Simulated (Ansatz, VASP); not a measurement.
**Cu: VASP beside Ansatz**

INCAR

```
SYSTEM = Cu
PREC = Accurate
ENCUT = 520
EDIFF = 1E-6
ISMEAR = -1
SIGMA = 0.08
LREAL = .FALSE.
LASPH = .TRUE.
NELM = 80
ALGO = Normal
ISIF = 2
LWAVE = .FALSE.
LCHARG = .TRUE.
GGA = CA
LELF = .TRUE.
LVHAR = .TRUE.
NBANDS = 12
```

Contents of KPOINTS:

```
Automatic mesh
0
G
  19 19 19
  0 0 0
```

POSCAR

```
Cu
1.0
   -1.1455215050      1.1455215050      1.1455215050
    1.1455215050     -1.1455215050      1.1455215050
    1.1455215050      1.1455215050     -1.1455215050
Cu
1
Direct
    0.0000000000      0.0000000000      0.0000000000
```

Input for Ansatz:

```yaml
crystal:
  lattice:
    - [-1.145521505, 1.145521505, 1.145521505]
    - [1.145521505, -1.145521505, 1.145521505]
    - [1.145521505, 1.145521505, -1.145521505]
  atoms:
    - { symbol: Cu, position: [0.0, 0.0, 0.0] }
kpoints:
  mp_grid: { grid: [19, 19, 19] }
scf:
  occupations: { method: fermi_dirac, width: 0.08 }
hamiltonian:
  xc: lda
  pseudopotentials: { kind: all_electron, lapw: { basis_error: 0.001 } }
output:
  forces: true
  stress: true
  eigenvalues: true
  populations: true
```

Change from the starting cell: volume scaled by 0.55, LAPW.

Alike in both runs: task single point; functional LDA; k mesh 19 × 19 × 19; occupations fermi-dirac, width 0.08 eV; no spin polarisation.

|  | VASP | Ansatz |
| --- | --- | --- |
| version | VASP 6.6.1 | Ansatz 0.2.0 |
| potentials or method | VASP PAW LDA potentials, release 64 (Cu), cutoff 520 eV | all-electron LAPW, scalar-relativistic |

Ansatz gave:

```
pressure (GPa) : 480.6
```

Question: Which values does VASP return?

Answer: Pressure (GPa): 488.3.

LDA's correlation is that of Perdew and Zunger in VASP and of Perdew and Wang (1992) in Ansatz. Both programs put the cell under a high pressure, so it lies far from rest at this level. Ansatz ran all-electron here, and VASP with PAW potentials.

Noted on VASP's run: the cell as given lies far from equilibrium.
